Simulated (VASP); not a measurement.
# Ge (Fd-3m) in VASP: notebook

Ge is run at these levels: LDA; tasks: single point.

Program: VASP 6.6.1. These are calculated values, not measurements. Logs are shortened: lines on timing, memory, paths and dates and some standing lists are left out, and cuts for length are marked.

**1. The cell of the first run**

Symmetry: Fd-3m, No. 227, cubic system. The conventional cell has a = 5.630 Å, b = 5.630 Å, c = 5.630 Å, α = 90.00°, β = 90.00°, γ = 90.00°. Within 3.2 Å of Ge (site symmetry -43m) lie 4 Ge at 2.44 Å.

**2. Single point, LDA**

INCAR

```
PREC     = Accurate       # precision mode
ENCUT    = 520            # plane-wave cutoff, eV
EDIFF    = 1E-6           # SCF threshold, eV
ISMEAR   = -1             # smearing method
SIGMA    = 1.0            # smearing width, eV
LREAL    = F              # projectors in reciprocal space
LASPH    = T              # aspherical terms in the spheres
NELM     = 80             # most SCF steps
ALGO     = Normal         # electronic algorithm
ISIF     = 2              # what is computed and relaxed
LWAVE    = F              # write WAVECAR
LCHARG   = T              # write CHGCAR
GGA      = CA             # functional
LELF     = T              # ELF
LVHAR    = T            
NBANDS   = 21             # bands
```

KPOINTS

```
regular mesh
0
Gamma
  10 10 10
```

POSCAR

```
Ge
1.0
    0.0000000000      2.8147752533      2.8147752533
    2.8147752533      0.0000000000      2.8147752533
    2.8147752533      2.8147752533      0.0000000000
Ge
2
Direct
    0.5000000000      0.5000000000      0.5000000000
    0.7500000000      0.7500000000      0.7500000000
```

Potentials or basis: VASP PAW LDA potentials, release 64 (Ge_d).

Run with:

```bash
$ cat potpaw_LDA.64/Ge_d/POTCAR > POTCAR
$ mpirun -np 1 vasp_std > vasp.out
```

OUTCAR:

```text
PREC = Accurate
   ENCUT = 520
   EDIFF = 1E-6
   ISMEAR = -1
   LREAL = F
   LASPH = T
   NELM = 80
   ISIF = 2
   GGA = CA

 ion  position               nearest neighbor table
   1  0.500  0.500  0.500-   2 2.44   2 2.44   2 2.44   2 2.44
   2  0.750  0.750  0.750-   1 2.44   1 2.44   1 2.44   1 2.44

  LATTYP: Found a face centered cubic cell.
 ALAT       =     5.6295505066

  Lattice vectors:

 A1 = (   0.0000000000,   2.8147752533,   2.8147752533)
 A2 = (   2.8147752533,   0.0000000000,   2.8147752533)
 A3 = (   2.8147752533,   2.8147752533,   0.0000000000)

Analysis of symmetry for initial positions (statically):
=====================================================================
 Subroutine PRICEL returns:
 Original cell was already a primitive cell.

 Routine SETGRP: Setting up the symmetry group for a
 face centered cubic supercell.

 Subroutine GETGRP returns: Found 48 space group operations
 (whereof 24 operations were pure point group operations)
 out of a pool of 48 trial point group operations.

The static configuration has the point symmetry T_d .
 The point group associated with its full space group is O_h .

Analysis of symmetry for dynamics (positions and initial velocities):
=====================================================================
 Subroutine PRICEL returns:
 Original cell was already a primitive cell.

 Routine SETGRP: Setting up the symmetry group for a
 face centered cubic supercell.

 Subroutine GETGRP returns: Found 48 space group operations
 (whereof 24 operations were pure point group operations)
 out of a pool of 48 trial point group operations.

The dynamic configuration has the point symmetry T_d .
 The point group associated with its full space group is O_h .

 Subroutine INISYM returns: Found 48 space group operations
 (whereof 24 operations are pure point group operations),
 and found     1 'primitive' translations

----------------------------------------------------------------------------------------

                                     Primitive cell

  volume of cell :      44.6027

  direct lattice vectors                    reciprocal lattice vectors
     0.000000000  2.814775253  2.814775253    -0.177634076  0.177634076  0.177634076
     2.814775253  0.000000000  2.814775253     0.177634076 -0.177634076  0.177634076
     2.814775253  2.814775253  0.000000000     0.177634076  0.177634076 -0.177634076

  length of vectors
     3.980693338  3.980693338  3.980693338     0.307671244  0.307671244  0.307671244

  position of ions in fractional coordinates (direct lattice)
     0.500000000  0.500000000  0.500000000
     0.750000000  0.750000000  0.750000000

  ion indices of the primitive-cell ions
   primitive index   ion index
                 1           1
                 2           2

----------------------------------------------------------------------------------------

 KPOINTS: regular mesh

Automatic generation of k-mesh.
 Grid dimensions read from file:
 generate k-points for:   10   10   10

 Generating k-lattice:

  Cartesian coordinates                     Fractional coordinates (reciprocal lattice)
    -0.017763408  0.017763408  0.017763408     0.100000000  0.000000000  0.000000000
     0.017763408 -0.017763408  0.017763408     0.000000000  0.100000000  0.000000000
     0.017763408  0.017763408 -0.017763408     0.000000000  0.000000000  0.100000000

  Length of vectors
     0.030767124  0.030767124  0.030767124

  Shift w.r.t. Gamma in fractional coordinates (k-lattice)
     0.000000000  0.000000000  0.000000000

 Subroutine IBZKPT returns following result:
 ===========================================

 Found     47 irreducible k-points:

 Following reciprocal coordinates:
            Coordinates               Weight
  0.000000  0.000000  0.000000      1.000000
  0.100000  0.000000  0.000000      8.000000
  0.200000  0.000000  0.000000      8.000000
  0.300000  0.000000  0.000000      8.000000
  0.400000  0.000000  0.000000      8.000000
  0.500000  0.000000  0.000000      4.000000
[... 16 lines left out ...]
  0.300000  0.300000  0.000000      6.000000
  0.400000  0.300000  0.000000     24.000000
 [... further k-points ...]
   k-points           NKPTS =     47   k-points in BZ     NKDIM =     47   number of bands    NBANDS=     21
   number of dos      NEDOS =    301   number of ions     NIONS =      2
   total plane-waves  NPLWV =  27000
   dimension x,y,z NGX =    30 NGY =   30 NGZ =   30
   dimension x,y,z NGXF=    60 NGYF=   60 NGZF=   60
   ions per type =               2
   NGX,Y,Z   is equivalent  to a cutoff of  12.53, 12.53, 12.53 a.u.
   NGXF,Y,Z  is equivalent  to a cutoff of  25.06, 25.06, 25.06 a.u.
 SYSTEM =  unknown system
   PREC   = accura    normal or accurate (medium, high low for compatibility)
   ISTART =      0    job   : 0-new  1-cont  2-samecut
   ICHARG =      2    charge: 1-file 2-atom 10-const
   ISPIN  =      1    spin polarized calculation?
   LNONCOLLINEAR =      F non collinear calculations
   LSORBIT =      F    spin-orbit coupling
   LASPH  =      T    aspherical Exc in radial PAW
   ENCUT  =  520.0 eV  38.22 Ry    6.18 a.u.   7.40  7.40  7.40*2*pi/ulx,y,z
   NELM   =     80;   NELMIN=  2; NELMDL= -5     # of ELM steps
   EDIFF  = 0.1E-05   stopping-criterion for ELM
   LREAL  =      F    real-space projection
   EDIFFG = 0.1E-04   stopping-criterion for IOM
   NSW    =      0    number of steps for IOM
   IBRION =     -1    ionic relax: 0-MD 1-quasi-New 2-CG
   NFREE  =      0    steps in history (QN), initial steepest desc. (CG)
   ISIF   =      2    stress and relaxation
   ISYM   =      2    0-nonsym 1-usesym 2-fastsym
   POTIM  = 0.5000    time-step for ionic-motion
   TEBEG  =    0.0;   TEEND  =   0.0 temperature during run
   PSTRESS=    0.0 pullay stress
   NELECT =      28.0000    total number of electrons
   NUPDOWN=      -1.0000    fix difference up-down
   EMIN   =  10.00;   EMAX   =-10.00  energy-range for DOS
   EFERMI =   0.00;   METHOD = LEGACY
   ISMEAR =    -1;   SIGMA  =   1.00  broadening in eV -4-tet -1-fermi 0-gaus
   EFERMI_NEDOS =   21; number of points for ismear=-14 and -15
   IALGO  =     38    algorithm
   IMIX   =      4    mixing-type and parameters
     AMIX     =   0.40;   BMIX     =  1.00
     AMIX_MAG =   1.60;   BMIX_MAG =  1.00
  volume/ion in A,a.u.               =      22.30       150.50
  Fermi-wavevector in a.u.,A,eV,Ry     =   1.401760  2.648943 26.734526  1.964932
  Thomas-Fermi vector in A             =   2.524590
   LORBIT       =      0    0 simple, 1 ext, 2 COOP (PROOUT), +10 PAW based schemes
   GGA     = CA    functional components
   LHFCALC =     F    Hartree Fock is set to
   AEXX    =    0.0000 exact exchange contribution
   IVDW    =     0    specifies the selected vdW correction
   LEPSILON=     F    determine dielectric tensor
   LRPA    =     F    only Hartree local field effects (RPA)
 non-spin polarized calculation
  energy-cutoff  :      520.00
  volume of cell :       44.60
 maximum number of plane-waves:      1243
 NGX is ok and might be reduce to    30
   NGX = 15   NGY = 15   NGZ = 15

 number of electron      28.0000032 magnetization

 Free energy of the ion-electron system (eV)
  ---------------------------------------------------
  ext. energy  EPLUGINS =         0.00000000
  ---------------------------------------------------
  free energy    TOTEN  =       -11.30850074 eV

  energy without entropy =       -8.86061576  energy(sigma->0) =      -10.08455825

 E-fermi :   4.7253     XC(G=0): -10.3952

 val. band max:        4.5457084769   @ k =   0.1000   0.0000   0.0000
 cond. band min:       4.7751882044   @ k =   0.0000   0.0000   0.0000
 fundamental gap:      0.2294797275
 Fermi energy:         4.7253037659

 k-point     1 :       0.0000    0.0000    0.0000
  band No.  band energies     occupation
      1     -20.1811      2.00000
      2     -20.1811      2.00000
      3     -20.1811      2.00000
      4     -20.1412      2.00000
      5     -20.1412      2.00000
      6     -19.9230      2.00000
[... 13 lines left out ...]
     20      14.4246      0.00012
     21      14.4246      0.00012

 k-point     2 :       0.1000    0.0000    0.0000
  band No.  band energies     occupation
      1     -20.1869      2.00000
      2     -20.1869      2.00000
      3     -20.1794      2.00000
      4     -20.1331      2.00000
      5     -20.1331      2.00000
      6     -19.9317      2.00000
[... 13 lines left out ...]
     20      13.6625      0.00026
     21      13.6625      0.00026

 k-point     3 :       0.2000    0.0000    0.0000
  band No.  band energies     occupation
      1     -20.1961      2.00000
      2     -20.1961      2.00000
      3     -20.1748      2.00000
      4     -20.1184      2.00000
      5     -20.1184      2.00000
      6     -19.9438      2.00000
[... 13 lines left out ...]
     20      13.1402      0.00044
     21      13.1402      0.00044

 k-point     4 :       0.3000    0.0000    0.0000
  band No.  band energies     occupation
      1     -20.2025      2.00000
      2     -20.2025      2.00000
      3     -20.1691      2.00000
      4     -20.1062      2.00000
      5     -20.1062      2.00000
      6     -19.9526      2.00000
[... 13 lines left out ...]
     20      13.5131      0.00031
     21      13.5131      0.00031

 k-point     5 :       0.4000    0.0000    0.0000
  band No.  band energies     occupation
      1     -20.2056      2.00000
      2     -20.2056      2.00000
      3     -20.1643      2.00000
      4     -20.0995      2.00000
      5     -20.0995      2.00000
      6     -19.9567      2.00000
[... 13 lines left out ...]
     20      14.7524      0.00009
     21      14.7524      0.00009

 k-point     6 :       0.5000    0.0000    0.0000
  band No.  band energies     occupation
      1     -20.2064      2.00000
      2     -20.2064      2.00000
      3     -20.1624      2.00000
      4     -20.0976      2.00000
      5     -20.0976      2.00000
      6     -19.9576      2.00000
[... 13 lines left out ...]
     20      15.8933      0.00003
     21      16.0831      0.00002

 k-point     7 :       0.1000    0.1000    0.0000
  band No.  band energies     occupation
      1     -20.1868      2.00000
      2     -20.1850      2.00000
      3     -20.1850      2.00000
      4     -20.1352      2.00000
      5     -20.1247      2.00000
      6     -19.9487      2.00000
[... 13 lines left out ...]
     20      12.6709      0.00071
     21      14.5958      0.00010
[... 291 lines left out ...]
      1     -20.2274      2.00000
      2     -20.2141      2.00000
      3     -20.1340      2.00000
      4     -20.0787      2.00000
      5     -20.0696      2.00000
      6     -19.9928      2.00000
[... 13 lines left out ...]
     20      14.2458      0.00015
     21      15.6312      0.00004

 k-point    21 :      -0.3000    0.2000    0.0000
  band No.  band energies     occupation
      1     -20.2221      2.00000
      2     -20.2146      2.00000
      3     -20.1374      2.00000
      4     -20.0955      2.00000
      5     -20.0703      2.00000
      6     -19.9879      2.00000
[... 13 lines left out ...]
     20      14.1248      0.00017
     21      16.1895      0.00002

 k-point    22 :      -0.2000    0.2000    0.0000
  band No.  band energies     occupation
      1     -20.2115      2.00000
      2     -20.2113      2.00000
      3     -20.1527      2.00000
      4     -20.1075      2.00000
      5     -20.0835      2.00000
      6     -19.9786      2.00000
[... 13 lines left out ...]
     20      14.6157      0.00010
     21      15.2357      0.00005

 k-point    23 :       0.3000    0.3000    0.0000
  band No.  band energies     occupation
      1     -20.2053      2.00000
      2     -20.2053      2.00000
      3     -20.1809      2.00000
      4     -20.0912      2.00000
      5     -20.0485      2.00000
      6     -20.0370      2.00000
[... 13 lines left out ...]
     20      15.9513      0.00003
     21      15.9695      0.00003

 k-point    24 :       0.4000    0.3000    0.0000
  band No.  band energies     occupation
      1     -20.2159      2.00000
      2     -20.2100      2.00000
      3     -20.1636      2.00000
      4     -20.0754      2.00000
      5     -20.0554      2.00000
      6     -20.0306      2.00000
[... 13 lines left out ...]
     20      16.4184      0.00002
     21      16.7007      0.00001

 [... further k-points ...]

------------------------ aborting loop because EDIFF is reached ----------------------------------------

  FORCE on cell =-STRESS in cart. coord.  units (eV):
  Direction    XX          YY          ZZ          XY          YZ          ZX
  --------------------------------------------------------------------------------------
  -------------------------------------------------------------------------------------
  Total        1.3613949      1.3613949      1.3613949     -0.0000000      0.0000000      0.0000000
  in kB       48.9027788     48.9027788     48.9027788     -0.0000000      0.0000000      0.0000000
  external PRESSURE =      48.9027788 kB  Pullay stress =       0.0000000 kB

 VOLUME and BASIS-vectors are now :
 -----------------------------------------------------------------------------
  energy-cutoff  :      520.00
  volume of cell :       44.60
      direct lattice vectors                 reciprocal lattice vectors
     0.000000000  2.814775253  2.814775253    -0.177634076  0.177634076  0.177634076
     2.814775253  0.000000000  2.814775253     0.177634076 -0.177634076  0.177634076
     2.814775253  2.814775253  0.000000000     0.177634076  0.177634076 -0.177634076

 POSITION                                       TOTAL-FORCE (eV/Angst)
 -----------------------------------------------------------------------------------
      2.81478      2.81478      2.81478        -0.000000     -0.000000     -0.000000
      4.22216      4.22216      4.22216         0.000000      0.000000      0.000000
 -----------------------------------------------------------------------------------
    total drift:                                0.000000     -0.000000     -0.000000

  FREE ENERGIE OF THE ION-ELECTRON SYSTEM (eV)
  ---------------------------------------------------
  free  energy   TOTEN  =       -11.3085007436 eV

  energy  without entropy=       -8.8606157606  energy(sigma->0) =      -10.08455825
```

Wall time 20 s (1 thread of Intel Xeon 6975P-C (Granite Rapids), shared host); peak memory 0.16 GiB.

What came out:

- Free energy: -11.3085 eV
- Pressure: 4.9 GPa
- Band gap on the k mesh: zero (filled and empty bands touch)

Caveat: the cell stands under pressure; so wide a smearing shifts energies and pressures; semilocal functionals underestimate gaps, and a narrow one can read as zero.

**3. Single point, LDA**

INCAR

```
SYSTEM = Ge
  PREC = Accurate
  ENCUT = 520
  EDIFF = 1E-6
  ISMEAR = 0
  SIGMA = 0.01
  LREAL = .False.
  LASPH = .True.
  NELM = 100
  ALGO = Normal
  ISIF = 2
  LWAVE = .False.
  LCHARG = .False.
  GGA = CA
  NBANDS = 21
```

KPOINTS

```
regular mesh
0
Gamma
  10 10 10
  0 0 0
```

POSCAR is that of step 2.

Potentials or basis: VASP PAW LDA potentials, release 64 (Ge_d).

Run with:

```bash
$ cat potpaw_LDA.64/Ge_d/POTCAR > POTCAR
$ mpirun -np 1 vasp_std > vasp.out
```

Wall time 20 s (1 thread of Intel Xeon 6975P-C (Granite Rapids), shared host); peak memory 0.16 GiB.

The run converged. Its results:

| Quantity | Value |
| --- | --- |
| Free energy | -10.3885 eV |
| Pressure | -0.1 GPa |
| Band gap on the k mesh | zero (filled and empty bands touch) |

Levels at points of the mesh, in eV from the Fermi level:
```
           k point  band 10  band 11  band 12  band 13  band 14  band 15  band 16  band 17  band 18  band 19
(0.00, 0.00, 0.00)   -24.69   -12.92    -0.01     0.00     0.00     0.00     2.53     2.53     2.53     6.24
(0.50, 0.00, 0.00)   -24.67   -10.80    -7.71    -1.43    -1.43     0.11     3.72     3.72     6.97    10.49
(0.50, 0.50, 0.00)   -24.65    -8.98    -8.98    -3.13    -3.13     0.64     0.64     9.53     9.53    11.58
```

Caveat: semilocal functionals underestimate gaps, and a narrow one can read as zero.

The gap in the log of VASP goes by the Fermi energy; the results here count the filled bands.